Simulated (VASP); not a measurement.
A run of VASP 6.6.1 is set up as follows.

File INCAR:

```
SYSTEM = Si3Mo
  ALGO = Normal
  EDIFF = 1E-6
  EDIFFG = -0.01
  ENCUT = 600
  GGA = PE
  IBRION = 2
  ISIF = 3
  ISMEAR = 0
  LASPH = .True.
  LCHARG = .False.
  LREAL = .False.
  LWAVE = .False.
  NELM = 100
  NSW = 100
  PREC = Accurate
  SIGMA = 0.1
```

The input KPOINTS:

```
k-points
0
Gamma
  14 14 14
  0 0 0
```

Contents of POSCAR:

```
Si3Mo
1.0
    0.0000000000      3.0459659078      3.0459659078
    3.0459659078      0.0000000000      3.0459659078
    3.0459659078      3.0459659078      0.0000000000
Si Mo
3 1
Direct
    0.2500000000      0.2500000000      0.2500000000
    0.5000000000      0.5000000000      0.5000000000
    0.7500000000      0.7500000000      0.7500000000
    0.0000000000      0.0000000000      0.0000000000
```

Potentials or basis: VASP PAW PBE potentials, release 64 (Si, Mo_sv).

Command:

```console
$ cat potpaw_PBE.64/Si/POTCAR potpaw_PBE.64/Mo_sv/POTCAR > POTCAR
$ mpirun -np 1 vasp_std > vasp.out
```

Estimate the relaxed cell.

a = 4.310 Å, b = 4.310 Å, c = 4.310 Å, α = 60.00°, β = 60.00°, γ = 60.00°.

Predict the relaxed volume.

14.16 Å³/atom.

What does it give for the band gap on the k mesh?

Zero (bands 13 and 14 overlap by 2.11 eV).

Final structure:
```
Si Mo
1.0
     0.00000    3.04796    3.04796
     3.04796    0.00000    3.04796
     3.04796    3.04796    0.00000
Si Mo
3 1
Direct
  0.25000 0.25000 0.25000
  0.50000 0.50000 0.50000
  0.75000 0.75000 0.75000
  0.00000 0.00000 0.00000
```
